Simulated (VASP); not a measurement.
# PbS (Fm-3m) in VASP: further runs, part 2 of 2

VASP 6.6.1. The steps go on from the part before.

### 4 Single point, PBE-based screened hybrid with 100 % exact exchange

File POSCAR:

```
PbS
1.0
    0.0000000000      2.9872327164      2.9872327164
    2.9872327164      0.0000000000      2.9872327164
    2.9872327164      2.9872327164      0.0000000000
Pb S
1 1
Direct
    0.0000000000      0.0000000000      0.0000000000
    0.5000000000      0.5000000000      0.5000000000
```

File INCAR.step1:

```
ALGO = Normal ; EDIFF = 1E-5
ENCUT = 520 ; GGA = PE
ISIF = 2 ; ISMEAR = 0
LASPH = T ; LCHARG = F
LREAL = F ; LWAVE = T
NBANDS = 17 ; NELM = 100
PREC = Accurate ; SIGMA = 0.01
```

File INCAR.step2:

```
AEXX = 1.0 ; AGGAC = 1.0
ALDAC = 1.0 ; ALGO = Normal
EDIFF = 1E-6 ; ENCUT = 520
GGA = PE ; HFSCREEN = 0.5
ISIF = 2 ; ISMEAR = 0
ISTART = 1 ; LASPH = T
LCHARG = F ; LHFCALC = T
LREAL = F ; LWAVE = F
NBANDS = 17 ; NELM = 100
PREC = Accurate ; PRECFOCK = Normal
SIGMA = 0.01
```

File KPOINTS:

```
k-points
0
Gamma
  4 4 4
```

Potentials or basis: VASP PAW PBE potentials, release 64 (Pb_d, S).

Command:

```console
> cat potpaw_PBE.64/Pb_d/POTCAR potpaw_PBE.64/S/POTCAR > POTCAR
> cp INCAR.step1 INCAR
> mpirun -np 1 vasp_std > vasp.out
> cp INCAR.step2 INCAR
> mpirun -np 1 vasp_std > vasp.out
```

OUTCAR:

```text
AEXX = 1.0
   EDIFF = 1E-6
   ENCUT = 520
   GGA = PE
   HFSCREEN = 0.5
   ISIF = 2
   ISMEAR = 0
   ISTART = 1
   LASPH = T
   LHFCALC = T
   LREAL = F
   NELM = 100
   PREC = Accurate
   PRECFOCK = Normal

 ion  position               nearest neighbor table
   1  0.000  0.000  0.000-   2 2.99   2 2.99   2 2.99   2 2.99   2 2.99   2 2.99
   2  0.500  0.500  0.500-   1 2.99   1 2.99   1 2.99   1 2.99   1 2.99   1 2.99

  LATTYP: Found a face centered cubic cell.
 ALAT       =     5.9744654328

  Lattice vectors:

 A1 = (   0.0000000000,   2.9872327164,   2.9872327164)
 A2 = (   2.9872327164,   0.0000000000,   2.9872327164)
 A3 = (   2.9872327164,   2.9872327164,   0.0000000000)

Analysis of symmetry for initial positions (statically):
=====================================================================
 Subroutine PRICEL returns:
 Original cell was already a primitive cell.

 Routine SETGRP: Setting up the symmetry group for a
 face centered cubic supercell.

 Subroutine GETGRP returns: Found 48 space group operations
 (whereof 48 operations were pure point group operations)
 out of a pool of 48 trial point group operations.

The static configuration has the point symmetry O_h .

Analysis of symmetry for dynamics (positions and initial velocities):
=====================================================================
 Subroutine PRICEL returns:
 Original cell was already a primitive cell.

 Routine SETGRP: Setting up the symmetry group for a
 face centered cubic supercell.

 Subroutine GETGRP returns: Found 48 space group operations
 (whereof 48 operations were pure point group operations)
 out of a pool of 48 trial point group operations.

The dynamic configuration has the point symmetry O_h .

 Subroutine INISYM returns: Found 48 space group operations
 (whereof 48 operations are pure point group operations),
 and found     1 'primitive' translations
[... 101 lines left out ...]
  Thomas-Fermi vector in A             =   2.316986
   LORBIT       =      0    0 simple, 1 ext, 2 COOP (PROOUT), +10 PAW based schemes
   GGA     = PE    functional components
   LHFCALC =     T    Hartree Fock is set to
   PRECFOCK=normal    Normal, Fast or Accurate (Low or Medium for compatibility)
   ENCUT4O =  -1.0   cutoff for four orbital integrals eV
   NKREDX  =     1    reduce k-point grid by
   NKREDY  =     1    reduce k-point grid by
   NKREDZ  =     1    reduce k-point grid by
   AEXX    =    1.0000 exact exchange contribution
   HFSCREEN=    0.5000 screening length (either q_TF or 0.3 A-1)
   HFSCREENC=   0.5000 screening length for correlation (either q_TF or 0.3 A-1)
   ENCUTFOCK=  -1.0 apply spherical cutoff to Coloumb kernel
   IVDW    =     0    specifies the selected vdW correction
   LEPSILON=     F    determine dielectric tensor
   LRPA    =     F    only Hartree local field effects (RPA)
 non-spin polarized calculation
 Gauss-broadening in eV      SIGMA  =   0.01
  energy-cutoff  :      520.00
  volume of cell :       53.31
 maximum number of plane-waves:      1459
  NGX = 24; NGY = 24; NGZ = 24

 number of electron      20.0000001 magnetization

 Free energy of the ion-electron system (eV)
  ---------------------------------------------------
  ext. energy  EPLUGINS =         0.00000000
  ---------------------------------------------------
  free energy    TOTEN  =       -12.37069962 eV

  energy without entropy =      -12.37069962  energy(sigma->0) =      -12.37069962

 E-fermi :   5.0749     XC(G=0):  -4.7224

 val. band max:        5.0223697385   @ k =   0.5000   0.0000   0.0000
 cond. band min:       6.1237212816   @ k =   0.5000   0.0000   0.0000
 fundamental gap:      1.1013515431
 Fermi energy:         5.0748973135

 k-point     1 :       0.0000    0.0000    0.0000
  band No.  band energies     occupation
      1     -17.3564      2.00000
      2     -17.3564      2.00000
      3     -17.3284      2.00000
      4     -17.3284      2.00000
      5     -17.3284      2.00000
      6     -12.6756      2.00000
[... 137 lines left out ...]
      4     -17.3141      2.00000
      5     -17.2790      2.00000
      6     -10.9258      2.00000
[... 9 lines left out ...]
     16      18.9546      0.00000
     17      19.4089      0.00000

------------------------ aborting loop because EDIFF is reached ----------------------------------------

  FORCE on cell =-STRESS in cart. coord.  units (eV):
  Direction    XX          YY          ZZ          XY          YZ          ZX
  --------------------------------------------------------------------------------------
  -------------------------------------------------------------------------------------
  Total       -0.6212072     -0.6212072     -0.6212072      0.0000000      0.0000000     -0.0000000
  in kB      -18.6685212    -18.6685212    -18.6685212      0.0000000      0.0000000     -0.0000000
  external PRESSURE =     -18.6685212 kB  Pullay stress =       0.0000000 kB

 VOLUME and BASIS-vectors are now :
 -----------------------------------------------------------------------------
  energy-cutoff  :      520.00
  volume of cell :       53.31
      direct lattice vectors                 reciprocal lattice vectors
     0.000000000  2.987232716  2.987232716    -0.167378992  0.167378992  0.167378992
     2.987232716  0.000000000  2.987232716     0.167378992 -0.167378992  0.167378992
     2.987232716  2.987232716  0.000000000     0.167378992  0.167378992 -0.167378992

 POSITION                                       TOTAL-FORCE (eV/Angst)
 -----------------------------------------------------------------------------------
      0.00000      0.00000      0.00000        -0.000000     -0.000000      0.000000
      2.98723      2.98723      2.98723         0.000000      0.000000     -0.000000
 -----------------------------------------------------------------------------------
    total drift:                                0.000001     -0.000003     -0.000001

  FREE ENERGIE OF THE ION-ELECTRON SYSTEM (eV)
  ---------------------------------------------------
  free  energy   TOTEN  =       -12.3706996190 eV

  energy  without entropy=      -12.3706996190  energy(sigma->0) =      -12.37069962
```

It took 9.1 min on 1 thread of Intel Xeon Platinum 8259CL at 2.50GHz (Skylake/Cascade Lake), shared host; peak memory 0.29 GiB.

What came out:

| Item | Value |
| --- | --- |
| Free energy | -12.3707 eV |
| Pressure | -1.9 GPa |
| Band gap on the k mesh | 1.10 eV |

Caveat: the k points lie up to 0.46 Å⁻¹ apart; the PAW data sets were made with another functional, which shifts forces and pressure a little; spin-orbit coupling is left out, which moves the levels of the heavy elements. A k mesh can miss the band edges.

### 5 Single point, HSE06

POSCAR is that of step 4.

File INCAR.step1:

```
SYSTEM = PbS
ALGO = Normal ; EDIFF = 1E-5
ENCUT = 520 ; GGA = PE
ISIF = 2 ; ISMEAR = 0
LASPH = .True. ; LCHARG = .False.
LREAL = .False. ; LWAVE = .True.
NBANDS = 17 ; NELM = 80
PREC = Accurate ; SIGMA = 0.2
```

File INCAR.step2:

```
SYSTEM = PbS
ALGO = Normal ; EDIFF = 1E-6
ENCUT = 520 ; GGA = PE
HFSCREEN = 0.2079 ; ISIF = 2
ISMEAR = 0 ; ISTART = 1
LASPH = .True. ; LCHARG = .False.
LHFCALC = .True. ; LREAL = .False.
LWAVE = .False. ; NBANDS = 17
NELM = 80 ; PREC = Accurate
PRECFOCK = Normal ; SIGMA = 0.2
```

File KPOINTS:

```
k-points
0
Gamma
  4 4 4
  0 0 0
```

Potentials or basis: VASP PAW PBE potentials, release 64 (Pb_d, S).

Command:

```console
> cat potpaw_PBE.64/Pb_d/POTCAR potpaw_PBE.64/S/POTCAR > POTCAR
> cp INCAR.step1 INCAR
> mpirun -np 1 vasp_std > vasp.out
> cp INCAR.step2 INCAR
> mpirun -np 1 vasp_std > vasp.out
```

OUTCAR:

```text
SYSTEM = PbS
   EDIFF = 1E-6
   ENCUT = 520
   GGA = PE
   HFSCREEN = 0.2079
   ISIF = 2
   ISMEAR = 0
   ISTART = 1
   LASPH = .True.
   LHFCALC = .True.
   LREAL = .False.
   NELM = 80
   PREC = Accurate
   PRECFOCK = Normal

 ion  position               nearest neighbor table
   1  0.000  0.000  0.000-   2 2.99   2 2.99   2 2.99   2 2.99   2 2.99   2 2.99
   2  0.500  0.500  0.500-   1 2.99   1 2.99   1 2.99   1 2.99   1 2.99   1 2.99

  LATTYP: Found a face centered cubic cell.
 ALAT       =     5.9744654328

  Lattice vectors:

 A1 = (   0.0000000000,   2.9872327164,   2.9872327164)
 A2 = (   2.9872327164,   0.0000000000,   2.9872327164)
 A3 = (   2.9872327164,   2.9872327164,   0.0000000000)

Analysis of symmetry for initial positions (statically):
=====================================================================
 Subroutine PRICEL returns:
 Original cell was already a primitive cell.

 Routine SETGRP: Setting up the symmetry group for a
 face centered cubic supercell.

 Subroutine GETGRP returns: Found 48 space group operations
 (whereof 48 operations were pure point group operations)
 out of a pool of 48 trial point group operations.

The static configuration has the point symmetry O_h .

Analysis of symmetry for dynamics (positions and initial velocities):
=====================================================================
 Subroutine PRICEL returns:
 Original cell was already a primitive cell.

 Routine SETGRP: Setting up the symmetry group for a
 face centered cubic supercell.

 Subroutine GETGRP returns: Found 48 space group operations
 (whereof 48 operations were pure point group operations)
 out of a pool of 48 trial point group operations.

The dynamic configuration has the point symmetry O_h .

 Subroutine INISYM returns: Found 48 space group operations
 (whereof 48 operations are pure point group operations),
 and found     1 'primitive' translations

----------------------------------------------------------------------------------------

                                     Primitive cell

  volume of cell :      53.3135

  direct lattice vectors                    reciprocal lattice vectors
     0.000000000  2.987232716  2.987232716    -0.167378992  0.167378992  0.167378992
     2.987232716  0.000000000  2.987232716     0.167378992 -0.167378992  0.167378992
     2.987232716  2.987232716  0.000000000     0.167378992  0.167378992 -0.167378992

  length of vectors
     4.224585021  4.224585021  4.224585021     0.289908918  0.289908918  0.289908918

  position of ions in fractional coordinates (direct lattice)
     0.000000000  0.000000000  0.000000000
     0.500000000  0.500000000  0.500000000

  ion indices of the primitive-cell ions
   primitive index   ion index
                 1           1
                 2           2

----------------------------------------------------------------------------------------

 KPOINTS: k-points

Automatic generation of k-mesh.
[... 23 lines left out ...]
  0.000000  0.000000  0.000000      1.000000
  0.250000  0.000000  0.000000      8.000000
  0.500000  0.000000  0.000000      4.000000
  0.250000  0.250000  0.000000      6.000000
  0.500000  0.250000  0.000000     24.000000
 -0.250000  0.250000  0.000000     12.000000
  0.500000  0.500000  0.000000      3.000000
 -0.250000  0.500000  0.250000      6.000000
   k-points           NKPTS =      8   k-points in BZ     NKDIM =     64   number of bands    NBANDS=     17
   number of dos      NEDOS =    301   number of ions     NIONS =      2
   total plane-waves  NPLWV =  32768
   dimension x,y,z NGX =    32 NGY =   32 NGZ =   32
   dimension x,y,z NGXF=    64 NGYF=   64 NGZF=   64
   ions per type =               1   1
   NGX,Y,Z   is equivalent  to a cutoff of  12.59, 12.59, 12.59 a.u.
   NGXF,Y,Z  is equivalent  to a cutoff of  25.19, 25.19, 25.19 a.u.
 SYSTEM =  PbS
   PREC   = accura    normal or accurate (medium, high low for compatibility)
   ISTART =      1    job   : 0-new  1-cont  2-samecut
   ICHARG =      0    charge: 1-file 2-atom 10-const
   ISPIN  =      1    spin polarized calculation?
   LNONCOLLINEAR =      F non collinear calculations
   LSORBIT =      F    spin-orbit coupling
   LASPH  =      T    aspherical Exc in radial PAW
   ENCUT  =  520.0 eV  38.22 Ry    6.18 a.u.   7.85  7.85  7.85*2*pi/ulx,y,z
   NELM   =     80;   NELMIN=  2; NELMDL=  0     # of ELM steps
   EDIFF  = 0.1E-05   stopping-criterion for ELM
   LREAL  =      F    real-space projection
   EDIFFG = 0.1E-04   stopping-criterion for IOM
   NSW    =      0    number of steps for IOM
   IBRION =     -1    ionic relax: 0-MD 1-quasi-New 2-CG
   NFREE  =      0    steps in history (QN), initial steepest desc. (CG)
   ISIF   =      2    stress and relaxation
   ISYM   =      3    0-nonsym 1-usesym 2-fastsym
   POTIM  = 0.5000    time-step for ionic-motion
   TEBEG  =    0.0;   TEEND  =   0.0 temperature during run
   PSTRESS=    0.0 pullay stress
   NELECT =      20.0000    total number of electrons
   NUPDOWN=      -1.0000    fix difference up-down
   EMIN   =  10.00;   EMAX   =-10.00  energy-range for DOS
   EFERMI =   0.00;   METHOD = LEGACY
   ISMEAR =     0;   SIGMA  =   0.20  broadening in eV -4-tet -1-fermi 0-gaus
   EFERMI_NEDOS =   21; number of points for ismear=-14 and -15
   IALGO  =     38    algorithm
   IMIX   =      1    mixing-type and parameters
     AMIX     =   0.40;   BMIX     =  1.00
     AMIX_MAG =   1.60;   BMIX_MAG =  1.00
  volume/ion in A,a.u.               =      26.66       179.89
  Fermi-wavevector in a.u.,A,eV,Ry     =   1.180699  2.231197 18.967196  1.394050
  Thomas-Fermi vector in A             =   2.316986
   LORBIT       =      0    0 simple, 1 ext, 2 COOP (PROOUT), +10 PAW based schemes
   GGA     = PE    functional components
   LHFCALC =     T    Hartree Fock is set to
   PRECFOCK=normal    Normal, Fast or Accurate (Low or Medium for compatibility)
   ENCUT4O =  -1.0   cutoff for four orbital integrals eV
   NKREDX  =     1    reduce k-point grid by
   NKREDY  =     1    reduce k-point grid by
   NKREDZ  =     1    reduce k-point grid by
   AEXX    =    0.2500 exact exchange contribution
   HFSCREEN=    0.2079 screening length (either q_TF or 0.3 A-1)
   HFSCREENC=   0.2079 screening length for correlation (either q_TF or 0.3 A-1)
   ENCUTFOCK=  -1.0 apply spherical cutoff to Coloumb kernel
   IVDW    =     0    specifies the selected vdW correction
   LEPSILON=     F    determine dielectric tensor
   LRPA    =     F    only Hartree local field effects (RPA)
 non-spin polarized calculation
 Gauss-broadening in eV      SIGMA  =   0.20
  energy-cutoff  :      520.00
  volume of cell :       53.31
 maximum number of plane-waves:      1459
  NGX = 24; NGY = 24; NGZ = 24

 number of electron      20.0000001 magnetization

 Free energy of the ion-electron system (eV)
  ---------------------------------------------------
  ext. energy  EPLUGINS =         0.00000000
  ---------------------------------------------------
  free energy    TOTEN  =       -10.39425928 eV

  energy without entropy =      -10.39415982  energy(sigma->0) =      -10.39420955

 E-fermi :   5.6688     XC(G=0):  -7.9658

 val. band max:        5.2236044462   @ k =   0.5000   0.0000   0.0000
 cond. band min:       6.1139485498   @ k =   0.5000   0.0000   0.0000
 fundamental gap:      0.8903441037
 Fermi energy:         5.6687764869

 k-point     1 :       0.0000    0.0000    0.0000
  band No.  band energies     occupation
      1     -13.3031      2.00000
      2     -13.3031      2.00000
      3     -13.3031      2.00000
      4     -13.2979      2.00000
      5     -13.2979      2.00000
      6      -9.6850      2.00000
[... 137 lines left out ...]
      4     -13.2881      2.00000
      5     -13.2476      2.00000
      6      -7.9432      2.00000
[... 9 lines left out ...]
     16      18.2155      0.00000
     17      18.6212      0.00000

------------------------ aborting loop because EDIFF is reached ----------------------------------------

  FORCE on cell =-STRESS in cart. coord.  units (eV):
  Direction    XX          YY          ZZ          XY          YZ          ZX
  --------------------------------------------------------------------------------------
  -------------------------------------------------------------------------------------
  Total       -0.0559948     -0.0559948     -0.0559948      0.0000000      0.0000000     -0.0000000
  in kB       -1.6827547     -1.6827547     -1.6827547      0.0000000      0.0000000     -0.0000000
  external PRESSURE =      -1.6827547 kB  Pullay stress =       0.0000000 kB

 VOLUME and BASIS-vectors are now :
 -----------------------------------------------------------------------------
  energy-cutoff  :      520.00
  volume of cell :       53.31
      direct lattice vectors                 reciprocal lattice vectors
     0.000000000  2.987232716  2.987232716    -0.167378992  0.167378992  0.167378992
     2.987232716  0.000000000  2.987232716     0.167378992 -0.167378992  0.167378992
     2.987232716  2.987232716  0.000000000     0.167378992  0.167378992 -0.167378992

 POSITION                                       TOTAL-FORCE (eV/Angst)
 -----------------------------------------------------------------------------------
      0.00000      0.00000      0.00000        -0.000000      0.000000      0.000000
      2.98723      2.98723      2.98723         0.000000     -0.000000     -0.000000
 -----------------------------------------------------------------------------------
    total drift:                               -0.000000      0.000000      0.000001

  FREE ENERGIE OF THE ION-ELECTRON SYSTEM (eV)
  ---------------------------------------------------
  free  energy   TOTEN  =       -10.3942592831 eV

  energy  without entropy=      -10.3941598175  energy(sigma->0) =      -10.39420955
```

Wall time 8 min (1 thread of Intel Xeon Platinum 8259CL at 2.50GHz (Skylake/Cascade Lake), shared host); peak memory 0.28 GiB.

What came out:

| Item | Value |
| --- | --- |
| Free energy | -10.3943 eV |
| Pressure | -0.2 GPa |
| Band gap on the k mesh | 0.89 eV |

Levels at points of the mesh, in eV from the valence-band top:
| k point | band 8 | band 9 | band 10 | band 11 | band 12 | band 13 |
| --- | --- | --- | --- | --- | --- | --- |
| (0.00, 0.00, 0.00) | -2.40 | -2.40 | -2.40 | 6.00 | 6.00 | 6.00 |
| (0.50, 0.00, 0.00) | -2.02 | -2.02 | 0.00 | 0.89 | 2.56 | 2.56 |
| (0.50, 0.50, 0.00) | -5.63 | -3.75 | -3.75 | 4.49 | 6.43 | 6.52 |

Caveat: the k points lie up to 0.46 Å⁻¹ apart; the PAW data sets were made with another functional, which shifts forces and pressure a little; spin-orbit coupling is left out, which moves the levels of the heavy elements.

### 6 Summary

| level | smearing | share of exact exchange | screening parameter | gap on the mesh (eV) | pressure (GPa) |
| --- | --- | --- | --- | --- | --- |
| PBE-based screened hybrid with 75 % exact exchange | gaussian 0.01 eV | 0.75 | 0.2078 1/Å | 1.97 | -1.9 |
| PBE-based screened hybrid with 10 % exact exchange | gaussian 0.01 eV | 0.1 | 0.5 1/Å | 0.50 | 0.6 |
| PBE-based screened hybrid with 100 % exact exchange | gaussian 0.01 eV | 1 | 0.5 1/Å | 1.10 | -1.9 |
| HSE06 | gaussian 0.2 eV | 0.25 | 0.2079 1/Å | 0.89 | -0.2 |

Alike in all rows: task single point; potentials or basis VASP PAW PBE potentials, release 64 (Pb_d, S); no spin polarisation; cell as given; k mesh 4 × 4 × 4; cutoff (eV) 520.

Caveats: all runs use coarse meshes; the PAW data sets were made with another functional, which shifts forces and pressure a little; spin-orbit coupling is left out, which moves the levels of the heavy elements.

Absolute energies hang on the potentials; compare differences alone.
